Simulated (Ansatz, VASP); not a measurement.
**One calculation of K, two programs**

File INCAR:

```
SYSTEM = K
ALGO = Normal
EDIFF = 1E-6
ENCUT = 520
GGA = PE
ISIF = 2
ISMEAR = 1
LASPH = .True.
LCHARG = .False.
LREAL = .False.
LWAVE = .False.
NBANDS = 10
NELM = 80
PREC = Accurate
SIGMA = 1.0
```

The input KPOINTS:

```
k-points
0
Gamma
  9 9 9
  0 0 0
```

The input POSCAR:

```
K
1.0
   -2.6417142217      2.6417142217      2.6417142217
    2.6417142217     -2.6417142217      2.6417142217
    2.6417142217      2.6417142217     -2.6417142217
K
1
Direct
    0.0000000000      0.0000000000      0.0000000000
```

Input for Ansatz:

```yaml
crystal:
  lattice:
    - [-2.6417142217, 2.6417142217, 2.6417142217]
    - [2.6417142217, -2.6417142217, 2.6417142217]
    - [2.6417142217, 2.6417142217, -2.6417142217]
  atoms:
    - { symbol: K, position: [0.0, 0.0, 0.0] }
hamiltonian:
  xc: pbe
  pseudopotentials:
    kind: paw
    azcp:
      K: "pseudopotentials/K.paw.azcp"
basis:
  ecutwfc: 420
  fft_grid_basis: typed
kpoints:
  mp_grid: { grid: [9, 9, 9], shift: [0, 0, 0] }
magnetization:
  spin_polarized: false
scf:
  occupations: { method: cold, width: 1.0 }
  lower_state_search: "off"
output:
  stress: true
```

Alike in both runs: task single point; functional PBE; k mesh 9 × 9 × 9; no spin polarisation.

|  | VASP | Ansatz |
| --- | --- | --- |
| version | VASP 6.6.1 | Ansatz 0.2.0 |
| potentials or method | VASP PAW PBE potentials, release 64 (K_sv), cutoff 520 eV | plane waves (420 eV) with PAW, scalar-relativistic |
| occupations | methfessel-paxton of order 1, width 1 eV | cold, width 1 eV |
| valence electrons in the cell | 9 | 9 |

```tsv
	VASP	Ansatz	Ansatz less VASP
pressure (GPa)	0.0	0.1	+0.05
```
